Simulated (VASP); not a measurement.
Wanted: the native input for a VASP 6.6.1 run.

- Task: relaxation of cell and atoms
- Functional: PBE
- Potentials or basis: VASP PAW PBE potentials, release 64 (Sn_d, Te)
- Cutoff: 600 eV
- k mesh: 14 × 14 × 14
- Occupations: gaussian, width 0.1 eV
- Spin: no spin polarisation
- Dipole correction: no
- Further INCAR settings: ALGO = Normal; EDIFF = 1e-07; IBRION = 2; EDIFFG = -0.01; NSW = 100; ISIF = 3

The structure of SnTe lies in POSCAR:

```
SnTe
1.0
    3.9047000400      0.0000000000      0.0000000000
    0.0000000000      3.9047000400      0.0000000000
    0.0000000000      0.0000000000      3.9047000400
Sn Te
1 1
Direct
    0.0000000000      0.0000000000      0.0000000000
    0.5000000000      0.5000000000      0.5000000000
```

One way to write it, as run:

INCAR

```
  ALGO = Normal
  EDIFF = 1E-7
  EDIFFG = -0.01
  ENCUT = 600
  GGA = PE
  IBRION = 2
  ISIF = 3
  ISMEAR = 0
  LASPH = True
  LCHARG = False
  LREAL = False
  LWAVE = False
  NELM = 100
  NSW = 100
  PREC = Accurate
  SIGMA = 0.1
```

KPOINTS

```
k-points
0
Gamma
  14 14 14
```

Potentials or basis: VASP PAW PBE potentials, release 64 (Sn_d, Te).

Run with:

```console
$ cat potpaw_PBE.64/Sn_d/POTCAR potpaw_PBE.64/Te/POTCAR > POTCAR
$ mpirun -np 1 vasp_std > vasp.out
```

It gave:

| Item | Value |
| --- | --- |
| Relaxed volume | 29.36 Å³/atom |
| Relaxed cell | a = 3.887 Å, b = 3.887 Å, c = 3.887 Å, α = 90.00°, β = 90.00°, γ = 90.00° |
| Space group after relaxing (to 0.1 Å) | Pm-3m (No. 221) |
| Energy gained by relaxing | 0.8 meV/atom |
| Ionic steps | 3 |
| Pressure after relaxing | 0.0 GPa |
| Band gap on the k mesh | zero (bands 10 and 11 overlap by 1.76 eV) |

Caveat: spin-orbit coupling is left out, which moves the levels of the heavy elements.

Wall time 68 s on 1 thread of Intel(R) Xeon(R) 6975P-C (Granite Rapids), on a shared host, peak memory 0.29 GiB.
